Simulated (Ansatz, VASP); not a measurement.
Two plane-wave programs on Zn

```xyz
1
Lattice="-1.5607 1.5301 1.5760 1.5607 -1.5301 1.5760 1.5607 1.5301 -1.5760" Properties=species:S:1:pos:R:3 pbc="T T T"
Zn    0.0000    0.0000    0.0000
```

Change from the starting cell: normal strain along x +0.0200, normal strain along z +0.0300.

Alike in both runs: task single point; functional PBEsol; k mesh 20 × 20 × 20; occupations gaussian, width 0.15 eV; no spin polarisation.

```csv
,VASP,Ansatz
version,VASP 6.6.1,Ansatz 0.2.0
potentials or method,"VASP PAW PBE potentials, release 64 (Zn), cutoff 520 eV","scalar-relativistic, plane waves, PAW"
valence electrons in the cell,12,12
```

|  | VASP | Ansatz | Ansatz less VASP |
| --- | --- | --- | --- |
| gap on the k mesh at the Fermi level (eV) | none | none | - |
| pressure (GPa) | -3.4 | -3.8 | -0.38 |
| traceless stress, the component that is largest in VASP (GPa) | -0.61 | -0.61 | -0.009 |

VASP's potentials were made for PBE, not for PBEsol. A gap of «none» marks a metal or a gap that the smearing closes.
